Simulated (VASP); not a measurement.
A run of VASP 6.6.1:

The input POSCAR:

```
LaB6
1.0
    4.1569950254      0.0000000000      0.0000000000
    0.0000000000      4.1569950254      0.0000000000
    0.0000000000      0.0000000000      4.1569950254
La B
1 6
Direct
    0.0000000000      0.0000000000      0.0000000000
    0.1997467300      0.5000000000      0.5000000000
    0.8002532700      0.5000000000      0.5000000000
    0.5000000000      0.5000000000      0.1997467300
    0.5000000000      0.5000000000      0.8002532700
    0.5000000000      0.1997467300      0.5000000000
    0.5000000000      0.8002532700      0.5000000000
```

Contents of INCAR.step1:

```
SYSTEM = LaB6
ALGO = Normal
EDIFF = 1E-4
ENCUT = 520
GGA = PE
ISMEAR = 0
LASPH = .TRUE.
LCHARG = .FALSE.
LREAL = .FALSE.
LWAVE = .TRUE.
NBANDS = 24
NELM = 60
PREC = Accurate
SIGMA = 0.05
```

The input INCAR.step2:

```
SYSTEM = LaB6
ALGO = Normal
EDIFF = 1E-7
ENCUT = 520
ISIF = 2
ISMEAR = 0
ISTART = 1
IVDW = 12
LASPH = .TRUE.
LCHARG = .FALSE.
LMIXTAU = .TRUE.
LREAL = .FALSE.
LWAVE = .FALSE.
METAGGA = R2SCAN
NBANDS = 24
NELM = 60
PREC = Accurate
SIGMA = 0.05
VDW_A1 = 0.49484001
VDW_A2 = 5.73083694
VDW_S6 = 1.0
VDW_S8 = 0.78981345
```

Contents of KPOINTS:

```
k-points
0
G
  6 6 6
  0 0 0
```

Potentials or basis: VASP PAW PBE potentials, release 64 (La, B).

The run is started by

```console
$ cat potpaw_PBE.64/La/POTCAR potpaw_PBE.64/B/POTCAR > POTCAR
$ cp INCAR.step1 INCAR
$ mpirun -np 1 vasp_std > vasp.out
$ cp INCAR.step2 INCAR
$ mpirun -np 1 vasp_std > vasp.out
```

Hardware: 1 thread of AMD EPYC 9R45 96-Core Processor (Zen 5), with other jobs on the host.

How long does it take, and how much memory?

It took 92 s on 1 thread of AMD EPYC 9R45 96-Core Processor (Zen 5), on a shared host, peak memory 0.19 GiB. Counts: k points 20.
